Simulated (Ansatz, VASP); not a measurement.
## Two plane-wave programs on W

Contents of INCAR:

```
SYSTEM = W
ALGO = Fast
EDIFF = 1E-6
ENCUT = 520
GGA = PE
ISIF = 2
ISMEAR = 0
LASPH = .True.
LCHARG = .False.
LREAL = .False.
LWAVE = .False.
NBANDS = 13
NELM = 60
PREC = Accurate
SIGMA = 0.15
```

File KPOINTS:

```
k-points
0
Gamma
  20 20 20
  0 0 0
```

Contents of POSCAR:

```
W
1.0
   -1.4695160000      1.4695160000      1.6611920000
    1.4695160000     -1.4695160000      1.6611920000
    1.4695160000      1.4695160000     -1.6611920000
W
1
Direct
    0.0000000000      0.0000000000      0.0000000000
```

Input for Ansatz:

```yaml
crystal:
  lattice:
    - [-1.469516, 1.469516, 1.661192]
    - [1.469516, -1.469516, 1.661192]
    - [1.469516, 1.469516, -1.661192]
  atoms:
    - { symbol: W, position: [0.0, 0.0, 0.0] }
basis:
  ecutwfc: 420
kpoints:
  mp_grid: { grid: [20, 20, 20] }
hamiltonian:
  xc: pbe
scf:
  occupations: { method: gaussian, width: 0.15 }
output:
  forces: true
  stress: true
  eigenvalues: true
```

Change from the starting cell: strain -0.080 along x and y, +0.040 along z, atoms carried along.

Alike in both runs: task single point; functional PBE; k mesh 20 × 20 × 20; occupations gaussian, width 0.15 eV; no spin polarisation.

|  | VASP | Ansatz |
| --- | --- | --- |
| version | VASP 6.6.1 | Ansatz 0.2.0 |
| potentials or method | VASP PAW PBE potentials, release 64 (W_sv), cutoff 520 eV | scalar-relativistic, plane waves, PAW |
| valence electrons in the cell | 14 | 14 |

Ansatz gave:

- gap on the k mesh at the Fermi level (eV): none
- pressure (GPa): 47.8
- traceless stress, the component that is largest in VASP (GPa): -25.87

Problem. Which values does VASP return?

Solution. gap on the k mesh at the Fermi level (eV): none; pressure (GPa): 49.0; traceless stress, the component that is largest in VASP (GPa): -25.83.

A gap of «none» marks a metal or a gap that the smearing closes. Both programs put the cell under a high pressure, so it lies far from rest at this level.

Neither program's run includes spin-orbit coupling.
